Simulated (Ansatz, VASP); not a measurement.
One calculation of Pt, two programs

```
Pt
1.0
     1.97011    1.97011    0.00000
    -1.97011    1.97011    0.00000
     0.00000    0.00000    3.82201
Pt
2
Direct
  0.00000 0.00000 0.00000
  0.50000 0.50000 0.50000
```

Change from the starting cell: strain along c alone, the other axes held, atoms relaxed: -3.0 %.

Alike in both runs: task single point; functional r2SCAN; k mesh 18 × 18 × 14; occupations gaussian, width 0.1 eV; no spin polarisation.

|  | VASP | Ansatz |
| --- | --- | --- |
| version | VASP 6.6.1 | Ansatz 0.2.0 |
| potentials or method | VASP PAW PBE potentials, release 64 (Pt), cutoff 520 eV | scalar-relativistic, plane waves, PAW |
| valence electrons in the cell | 20 | 36 |

Ansatz gave:

* gap on the k mesh at the Fermi level (eV): none
* pressure (GPa): 9.0
* traceless stress, the component that is largest in VASP (GPa): 1.73

Problem. Estimate VASP's values.

Solution. gap on the k mesh at the Fermi level (eV): none; pressure (GPa): 9.9; traceless stress, the component that is largest in VASP (GPa): 1.75.

VASP's potentials were made for PBE, not for r2SCAN. A gap of «none» marks a metal or a gap that the smearing closes. VASP's potentials hold 20 valence electrons a cell and Ansatz's 36, so a difference there can come from the potentials and not from the codes.

Spin-orbit coupling is off throughout.
